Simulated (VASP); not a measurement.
# Mo in VASP: single point with PBE+D3(BJ)

Aim: the single point of Mo with PBE+D3(BJ).

Program: VASP 6.6.1. These are calculated values, not measurements. Logs are shortened: lines on timing, memory, paths and dates and some standing lists are left out, and cuts for length are marked.

## Step 1: The cell of the first run

The cell holds a slab with vacuum, 10 atoms: a = 4.427 Å, b = 4.427 Å, c = 23.260 Å, α = 90.00°, β = 90.00°, γ = 90.00°.

## Step 2: Single point, PBE+D3(BJ)

INCAR reads:

```
PREC = Accurate
ENCUT = 400
EDIFF = 1E-6
ISMEAR = 0
SIGMA = 0.1
LREAL = False
LASPH = True
NELM = 120
ALGO = Normal
ISIF = 2
LWAVE = False
LCHARG = False
LDIPOL = True
IDIPOL = 3
DIPOL = 0.5 0.5 0.499
GGA = PE
IVDW = 12
NBANDS = 81
GGA_COMPAT = False
NELMDL = -8
```

KPOINTS reads:

```
regular mesh
0
Gamma
  7 7 1
```

POSCAR reads:

```
Mo
1.0
    4.4267697057      0.0000000000      0.0000000000
    0.0000000000      4.4267697057      0.0000000000
    0.0000000000      0.0000000000     23.2603977553
Mo
10
Direct
    0.0000000000      0.5000000000      0.3654279729
    0.5000000000      0.0000000000      0.3654279729
    0.0000000000      0.0000000000      0.4327139864
    0.5000000000      0.5000000000      0.4327139864
    0.0000000000      0.5000000000      0.4987300076
    0.5000000000      0.0000000000      0.4987300076
    0.0000000000      0.0000000000      0.5690357950
    0.5000000000      0.5000000000      0.5690357950
    0.0000000000      0.5000000000      0.6283748813
    0.5000000000      0.0000000000      0.6283748813
```

Potentials or basis: VASP PAW PBE potentials, release 64 (Mo_sv).

The run is started by

```console
> cat potpaw_PBE.64/Mo_sv/POTCAR > POTCAR
> mpirun -np 1 vasp_std > vasp.out
```

OUTCAR:

```text
PREC = Accurate
   ENCUT = 400
   EDIFF = 1E-6
   ISMEAR = 0
   LREAL = False
   LASPH = True
   NELM = 120
   ISIF = 2
   GGA = PE
   IVDW = 12
   NELMDL = -8
 IVDW          = 12

 ion  position               nearest neighbor table
   1  0.000  0.500  0.365-   3 2.71   4 2.71   3 2.71   4 2.71   5 3.10   2 3.13   2 3.13   2 3.13
                             2 3.13
   2  0.500  0.000  0.365-   3 2.71   4 2.71   4 2.71   3 2.71   6 3.10   1 3.13   1 3.13   1 3.13
                             1 3.13
   3  0.000  0.000  0.433-   5 2.69   6 2.69   5 2.69   6 2.69   1 2.71   1 2.71   2 2.71   2 2.71
                             4 3.13   4 3.13   4 3.13   4 3.13   7 3.17
   4  0.500  0.500  0.433-   5 2.69   6 2.69   6 2.69   5 2.69   2 2.71   1 2.71   1 2.71   2 2.71
                             3 3.13   3 3.13   3 3.13   3 3.13   8 3.17
   5  0.000  0.500  0.499-   3 2.69   4 2.69   3 2.69   4 2.69   7 2.75   7 2.75   8 2.75   8 2.75
                             9 3.02   1 3.10   6 3.13   6 3.13   6 3.13   6 3.13
   6  0.500  0.000  0.499-   3 2.69   4 2.69   4 2.69   3 2.69   7 2.75   8 2.75   8 2.75   7 2.75
                            10 3.02   2 3.10   5 3.13   5 3.13   5 3.13   5 3.13
   7  0.000  0.000  0.569-   9 2.61  10 2.61   9 2.61  10 2.61   5 2.75   5 2.75   6 2.75   6 2.75
                             8 3.13   8 3.13   8 3.13   8 3.13   3 3.17
   8  0.500  0.500  0.569-   9 2.61  10 2.61  10 2.61   9 2.61   6 2.75   5 2.75   5 2.75   6 2.75
                             7 3.13   7 3.13   7 3.13   7 3.13   4 3.17
   9  0.000  0.500  0.628-   7 2.61   8 2.61   7 2.61   8 2.61   5 3.02  10 3.13  10 3.13  10 3.13
                            10 3.13
  10  0.500  0.000  0.628-   7 2.61   8 2.61   8 2.61   7 2.61   6 3.02   9 3.13   9 3.13   9 3.13
                             9 3.13

  LATTYP: Found a simple tetragonal cell.
 ALAT       =     4.4267697057
 C/A-ratio  =     5.2544856186

  Lattice vectors:

 A1 = (   4.4267697057,   0.0000000000,   0.0000000000)
 A2 = (   0.0000000000,   4.4267697057,   0.0000000000)
 A3 = (   0.0000000000,   0.0000000000,  23.2603977553)

Analysis of symmetry for initial positions (statically):
=====================================================================
 Subroutine PRICEL returns following result:

  LATTYP: Found a simple tetragonal cell.
 ALAT       =     3.1301988777
 C/A-ratio  =     7.4309648251

  Lattice vectors:

 A1 = (   2.2133848528,  -2.2133848529,   0.0000000000)
 A2 = (   2.2133848528,   2.2133848528,   0.0000000000)
 A3 = (   0.0000000000,   0.0000000000,  23.2603977553)

   2 primitive cells build up your supercell.

 Routine SETGRP: Setting up the symmetry group for a
 simple tetragonal supercell.

 Subroutine GETGRP returns: Found  8 space group operations
 (whereof  8 operations were pure point group operations)
 out of a pool of 16 trial point group operations.

The static configuration has the point symmetry C_4v.

Analysis of symmetry for dynamics (positions and initial velocities):
=====================================================================
 Subroutine PRICEL returns following result:

  LATTYP: Found a simple tetragonal cell.
 ALAT       =     3.1301988777
 C/A-ratio  =     7.4309648251

  Lattice vectors:

 A1 = (   2.2133848528,  -2.2133848529,   0.0000000000)
 A2 = (   2.2133848528,   2.2133848528,   0.0000000000)
 A3 = (   0.0000000000,   0.0000000000,  23.2603977553)

   2 primitive cells build up your supercell.

 Routine SETGRP: Setting up the symmetry group for a
 simple tetragonal supercell.

 Subroutine GETGRP returns: Found  8 space group operations
 (whereof  8 operations were pure point group operations)
 out of a pool of 16 trial point group operations.

The dynamic configuration has the point symmetry C_4v.

 Subroutine INISYM returns: Found  8 space group operations
 (whereof  8 operations are pure point group operations),
 and found     2 'primitive' translations

----------------------------------------------------------------------------------------

                                     Primitive cell

  volume of cell :     227.9088

  direct lattice vectors                    reciprocal lattice vectors
     2.213384853 -2.213384853  0.000000000     0.225898356 -0.225898356  0.000000000
     2.213384853  2.213384853  0.000000000     0.225898356  0.225898356  0.000000000
     0.000000000  0.000000000 23.260397755     0.000000000  0.000000000  0.042991526

  length of vectors
     3.130198878  3.130198878 23.260397755     0.319468519  0.319468519  0.042991526

  position of ions in fractional coordinates (direct lattice)
     0.500000000  0.500000000  0.365427973
     0.000000000  0.000000000  0.432713986
     0.500000000  0.500000000  0.498730008
     0.000000000  0.000000000  0.569035795
     0.500000000  0.500000000  0.628374881

  ion indices of the primitive-cell ions
   primitive index   ion index
                 1           1
                 2           3
                 3           5
                 4           7
                 5           9

----------------------------------------------------------------------------------------

 KPOINTS: regular mesh

Automatic generation of k-mesh.
 Grid dimensions read from file:
 generate k-points for:    7    7    1

 Generating k-lattice:

  Cartesian coordinates                     Fractional coordinates (reciprocal lattice)
     0.032271194  0.000000000  0.000000000     0.142857143  0.000000000  0.000000000
     0.000000000  0.032271194  0.000000000     0.000000000  0.142857143  0.000000000
     0.000000000  0.000000000  0.042991526     0.000000000  0.000000000  1.000000000

  Length of vectors
     0.032271194  0.032271194  0.042991526

  Shift w.r.t. Gamma in fractional coordinates (k-lattice)
     0.000000000  0.000000000  0.000000000

 Subroutine IBZKPT returns following result:
 ===========================================

 Found     10 irreducible k-points:

 Following reciprocal coordinates:
            Coordinates               Weight
  0.000000  0.000000  0.000000      1.000000
  0.142857  0.000000  0.000000      4.000000
  0.285714  0.000000  0.000000      4.000000
  0.428571  0.000000  0.000000      4.000000
  0.142857  0.142857  0.000000      4.000000
  0.285714  0.142857  0.000000      8.000000
  0.428571  0.142857  0.000000      8.000000
  0.285714  0.285714  0.000000      4.000000
  0.428571  0.285714  0.000000      8.000000
  0.428571  0.428571  0.000000      4.000000
   k-points           NKPTS =     10   k-points in BZ     NKDIM =     10   number of bands    NBANDS=     81
   number of dos      NEDOS =    301   number of ions     NIONS =     10
   total plane-waves  NPLWV = 144000
   dimension x,y,z NGX =    30 NGY =   30 NGZ =  160
   dimension x,y,z NGXF=    60 NGYF=   60 NGZF=  320
   ions per type =              10
   NGX,Y,Z   is equivalent  to a cutoff of  11.27, 11.27, 11.44 a.u.
   NGXF,Y,Z  is equivalent  to a cutoff of  22.53, 22.53, 22.87 a.u.
 SYSTEM =  unknown system
   PREC   = accura    normal or accurate (medium, high low for compatibility)
   ISTART =      0    job   : 0-new  1-cont  2-samecut
   ICHARG =      2    charge: 1-file 2-atom 10-const
   ISPIN  =      1    spin polarized calculation?
   LNONCOLLINEAR =      F non collinear calculations
   LSORBIT =      F    spin-orbit coupling
   LASPH  =      T    aspherical Exc in radial PAW
   ENCUT  =  400.0 eV  29.40 Ry    5.42 a.u.   7.22  7.22 37.93*2*pi/ulx,y,z
   NELM   =    120;   NELMIN=  2; NELMDL= -8     # of ELM steps
   EDIFF  = 0.1E-05   stopping-criterion for ELM
   LREAL  =      F    real-space projection
   EDIFFG = 0.1E-04   stopping-criterion for IOM
   NSW    =      0    number of steps for IOM
   IBRION =     -1    ionic relax: 0-MD 1-quasi-New 2-CG
   NFREE  =      0    steps in history (QN), initial steepest desc. (CG)
   ISIF   =      2    stress and relaxation
   ISYM   =      2    0-nonsym 1-usesym 2-fastsym
   POTIM  = 0.5000    time-step for ionic-motion
   TEBEG  =    0.0;   TEEND  =   0.0 temperature during run
   PSTRESS=    0.0 pullay stress
   NELECT =     140.0000    total number of electrons
   NUPDOWN=      -1.0000    fix difference up-down
   EMIN   =  10.00;   EMAX   =-10.00  energy-range for DOS
   EFERMI =   0.00;   METHOD = LEGACY
   ISMEAR =     0;   SIGMA  =   0.10  broadening in eV -4-tet -1-fermi 0-gaus
   EFERMI_NEDOS =   21; number of points for ismear=-14 and -15
   IALGO  =     38    algorithm
   IMIX   =      4    mixing-type and parameters
     AMIX     =   0.40;   BMIX     =  1.00
     AMIX_MAG =   1.60;   BMIX_MAG =  1.00
  volume/ion in A,a.u.               =      45.58       307.60
  Fermi-wavevector in a.u.,A,eV,Ry     =   1.104555  2.087305 16.599663  1.220041
  Thomas-Fermi vector in A             =   2.241029
   LORBIT       =      0    0 simple, 1 ext, 2 COOP (PROOUT), +10 PAW based schemes
   GGA     = PE    functional components
   LHFCALC =     F    Hartree Fock is set to
   AEXX    =    0.0000 exact exchange contribution
   IVDW    =    12    specifies the selected vdW correction
   LEPSILON=     F    determine dielectric tensor
   LRPA    =     F    only Hartree local field effects (RPA)
 non-spin polarized calculation
 Gauss-broadening in eV      SIGMA  =   0.10
  energy-cutoff  :      400.00
  volume of cell :      455.82
 maximum number of plane-waves:      8292
 NGX is ok and might be reduce to    30
   NGX = 15   NGY = 15   NGZ = 75

 dipolmoment           0.000000      0.000000      0.031631 electrons x Angstroem

 number of electron     139.9999939 magnetization

 dipolmoment           0.000000      0.000000     -0.010176 electrons x Angstroem

 Free energy of the ion-electron system (eV)
  ---------------------------------------------------
  ext. energy  EPLUGINS =         0.00000000
  ---------------------------------------------------
  free energy    TOTEN  =      -101.07875957 eV

  energy without entropy =     -101.00286519  energy(sigma->0) =     -101.04081238

 E-fermi :   1.7704     XC(G=0):  -5.5558

 val. band max:        1.7393224509   @ k =   0.0000   0.0000   0.0000
 cond. band min:       1.7844692586   @ k =   0.2857   0.1429   0.0000
 fundamental gap:      0.0451468076
 Fermi energy:         1.7703699727

 k-point     1 :       0.0000    0.0000    0.0000
  band No.  band energies     occupation
      1     -59.4447      2.00000
      2     -59.2906      2.00000
      3     -59.2122      2.00000
      4     -59.1259      2.00000
      5     -59.1089      2.00000
      6     -59.0599      2.00000
[... 73 lines left out ...]
     80       3.6428      0.00000
     81       3.7934      0.00000

 k-point     2 :       0.1429    0.0000    0.0000
  band No.  band energies     occupation
      1     -59.4342      2.00000
      2     -59.2932      2.00000
      3     -59.2035      2.00000
      4     -59.1238      2.00000
      5     -59.1112      2.00000
      6     -59.0625      2.00000
[... 73 lines left out ...]
     80       3.4469      0.00000
     81       3.6315      0.00000
[... 586 lines left out ...]
     80       3.2369      0.00000
     81       3.2385      0.00000

 k-point    10 :       0.4286    0.4286    0.0000
  band No.  band energies     occupation
      1     -59.3221      2.00000
      2     -59.3126      2.00000
      3     -59.1333      2.00000
      4     -59.1312      2.00000
      5     -59.0900      2.00000
      6     -59.0827      2.00000
[... 73 lines left out ...]
     80       3.3832      0.00000
     81       3.4240      0.00000

------------------------ aborting loop because EDIFF is reached ----------------------------------------

 vacuum level on the upper side and lower side of the slab       (xc-potential included)        -0.175        -0.101

 Edisp (eV)   -5.07399

 E8    (eV) :    -2.4899

  FORCE on cell =-STRESS in cart. coord.  units (eV):
  Direction    XX          YY          ZZ          XY          YZ          ZX
  --------------------------------------------------------------------------------------
  -------------------------------------------------------------------------------------
  Total     -10.70142   -10.70142    -3.59377     0.00000     0.00000     0.00000
  in kB     -37.61499   -37.61499   -12.63194     0.00000     0.00000     0.00000
  external pressure =      -29.29 kB  Pullay stress =        0.00 kB

 VOLUME and BASIS-vectors are now :
 -----------------------------------------------------------------------------
  energy-cutoff  :      400.00
  volume of cell :      455.82
      direct lattice vectors                 reciprocal lattice vectors
     4.426769706  0.000000000  0.000000000     0.225898356  0.000000000  0.000000000
     0.000000000  4.426769706  0.000000000     0.000000000  0.225898356  0.000000000
     0.000000000  0.000000000 23.260397755     0.000000000  0.000000000  0.042991526

 POSITION                                       TOTAL-FORCE (eV/Angst)
 -----------------------------------------------------------------------------------
      0.00000      2.21338      8.50000        -0.000000      0.000000      0.927639
      2.21338      0.00000      8.50000         0.000000     -0.000000      0.927639
      0.00000      0.00000     10.06510        -0.000000      0.000000     -0.971679
      2.21338      2.21338     10.06510        -0.000000     -0.000000     -0.971679
      0.00000      2.21338     11.60066        -0.000000     -0.000000      0.009029
      2.21338      0.00000     11.60066         0.000000     -0.000000      0.009029
      0.00000      0.00000     13.23600        -0.000000     -0.000000     -0.014456
      2.21338      2.21338     13.23600         0.000000      0.000000     -0.014456
      0.00000      2.21338     14.61625         0.000000      0.000000      0.049467
      2.21338      0.00000     14.61625         0.000000      0.000000      0.049467
 -----------------------------------------------------------------------------------
    total drift:                                0.000000     -0.000000     -0.000160

  FREE ENERGIE OF THE ION-ELECTRON SYSTEM (eV)
  ---------------------------------------------------
  free  energy   TOTEN  =      -106.1527447324 eV

  energy  without entropy=     -106.0768503530  energy(sigma->0) =     -106.11479754

 vacuum level on the upper side and lower side of the slab         5.581         5.659
```

Run time: 17 min. Hardware: 1 thread of Oxide Virtual Turin-like, shared host; peak memory 0.43 GiB.

Results:

| Item | Value |
| --- | --- |
| Free energy | -106.1527 eV |
| Largest force | 0.972 eV/Å |
| Band gap on the k mesh | zero (bands 70 and 71 overlap by 0.42 eV) |
| Dispersion energy per atom | -0.507 eV |

Forces in eV/Å, atoms in the order of the input:
```
Mo   0.000  0.000  0.928
Mo   0.000  0.000  0.928
Mo   0.000  0.000 -0.972
Mo   0.000  0.000 -0.972
Mo   0.000  0.000  0.009
Mo   0.000  0.000  0.009
Mo   0.000  0.000 -0.014
Mo   0.000  0.000 -0.014
Mo   0.000  0.000  0.049
Mo   0.000  0.000  0.049
```

The gap in the log of VASP goes by the Fermi energy; the results here count the filled bands.